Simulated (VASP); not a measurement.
Input of a VASP 6.6.1 run:

File INCAR:

```
PREC = Accurate
ENCUT = 520
EDIFF = 1E-7
ISMEAR = -1
SIGMA = 0.05
LREAL = False
LASPH = True
NELM = 150
ALGO = Normal
ISIF = 2
LWAVE = False
LCHARG = True
ISPIN = 2
MAGMOM = 0.582 0.582
LORBIT = 11
LMAXMIX = 4
GGA = PE
LELF = True
LVHAR = True
NBANDS = 21
```

KPOINTS

```
Automatic mesh
0
Gamma
  13 13 13
```

Contents of POSCAR:

```
Ni
1.0
    2.8293540127      0.0000000000      0.0000000000
    0.0000000000      2.8293540127      0.0000000000
    0.0000000000      0.0000000000      2.8293540127
Ni
2
Direct
    0.0000000000      0.0000000000      0.0000000000
    0.5000000000      0.5000000000      0.5000000000
```

Potentials or basis: VASP PAW PBE potentials, release 64 (Ni).

The run is started by

```console
$ cat potpaw_PBE.64/Ni/POTCAR > POTCAR
$ mpirun -np 1 vasp_std > vasp.out
```

Task: Estimate the net moment.

Result: 1.16 μB per cell.

Task: Predict the pressure.

Result: -5.3 GPa.

Task: Predict the site moments.

Result: Ni +0.59 μB.
